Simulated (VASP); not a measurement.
Set up this calculation in VASP 6.6.1, as the native input.

```
Task                   : single point
Functional             : PBEsol
Potentials or basis    : VASP PAW PBE potentials, release 64 (Ti_sv, O)
Cutoff                 : 520 eV
k mesh                 : 24 × 24 × 12
Occupations            : gaussian, width 0.1 eV
Spin                   : no spin polarisation
Dipole correction      : no
Further INCAR settings : ALGO = Normal; EDIFF = 1e-06; NBANDS = 22
```

The structure of Ti2O lies in POSCAR:

```
Ti2O
1.0
    3.0120110176      0.0000000000      0.0000000000
   -1.5060055088      2.6084780577      0.0000000000
    0.0000000000      0.0000000000      4.6587321396
Ti O
2 1
Direct
    0.6666666667      0.3333333333      0.2584375626
    0.3333333333      0.6666666667      0.7415624374
    0.0000000000      0.0000000000      0.0000000000
```

This cell differs from its parent crystal: biaxial strain in the a-b plane: +2.0 %, then relaxed in part.

These files were run (other wordings do the same):

INCAR

```
  PREC = Accurate
  ENCUT = 520
  EDIFF = 1E-6
  ISMEAR = 0
  SIGMA = 0.1
  LREAL = False
  LASPH = True
  NELM = 80
  ALGO = Normal
  ISIF = 2
  LWAVE = False
  LCHARG = True
  GGA = PS
  LELF = True
  LVHAR = True
  NBANDS = 22
```

KPOINTS

```
Automatic mesh
0
Gamma
  24 24 12
```

Potentials or basis: VASP PAW PBE potentials, release 64 (Ti_sv, O).

Run with:

```console
$ cat potpaw_PBE.64/Ti_sv/POTCAR potpaw_PBE.64/O/POTCAR > POTCAR
$ mpirun -np 1 vasp_std > vasp.out
```

Results of the run:

```yaml
Pressure: -4.0 GPa
Largest_force: 0.044 eV/Å
Band_gap_on_the_k_mesh: zero (band 15 reaches 10.22 eV, above the bottom of band 16 at 9.41 eV)
```

Caveat: the cell differs from its parent crystal (biaxial strain in the a-b plane: +2.0 %, then relaxed in part); the PAW data sets were made with another functional, which shifts forces and pressure a little.

It took 11 min on 1 thread of Oxide Virtual Turin-like Processor (shared host), peak memory 0.51 GiB.
